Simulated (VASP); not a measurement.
## Au: single point with PBEsol

Crystal: Au.

```
Au
1.0
     3.04252    0.00000    0.00000
    -1.52126    2.63490    0.00000
     0.00000    0.00000    4.93818
Au
2
Direct
  0.33333 0.66667 0.25000
  0.66667 0.33333 0.75000
```

This isn't the form of Au at room conditions, which is fcc.

| Quantity | Value |
| --- | --- |
| Program | VASP 6.6.1 |
| Task | single point |
| Functional | PBEsol |
| Potentials or basis | VASP PAW PBE potentials, release 64 (Au) |
| Cutoff | 500 eV |
| k mesh | 6 × 6 × 4 |
| Occupations | gaussian, width 0.1 eV |
| Spin | no spin polarisation |

```yaml
Pressure: -16.1 GPa
Band_gap_on_the_k_mesh: zero (bands 11 and 12 overlap by 5.83 eV)
```

Stress tensor (GPa, compression positive):
```
-15.29   0.00   0.00
  0.00 -15.29   0.00
  0.00   0.00 -17.58
```

Levels at points of the mesh, in eV from the Fermi level:
| k point | band 8 | band 9 | band 10 | band 11 | band 12 | band 13 | band 14 | band 15 |
| --- | --- | --- | --- | --- | --- | --- | --- | --- |
| (0.00, 0.00, 0.00) | -3.11 | -3.11 | -1.91 | -1.91 | -0.23 | 2.48 | 14.45 | 16.18 |
| (0.50, 0.00, 0.00) | -1.76 | -1.67 | -1.59 | 0.35 | 1.15 | 5.68 | 6.57 | 7.00 |
| (0.00, 0.00, 0.50) | -3.80 | -2.27 | -2.27 | -2.27 | -2.27 | 10.42 | 10.42 | 14.66 |
| (0.50, 0.00, 0.50) | -2.04 | -1.65 | -1.65 | 0.79 | 0.79 | 3.24 | 3.24 | 12.53 |

Run time: 9.8 s on 1 thread of Intel(R) Xeon(R) 6975P-C (Granite Rapids), on a shared host, peak memory 0.15 GiB.

Caveat: the k points lie up to 0.40 Å⁻¹ apart, too coarse for converged energies and pressures of a metal; the PAW data sets were made with another functional, which shifts forces and pressure a little; spin-orbit coupling is left out, which moves the levels of the heavy elements.
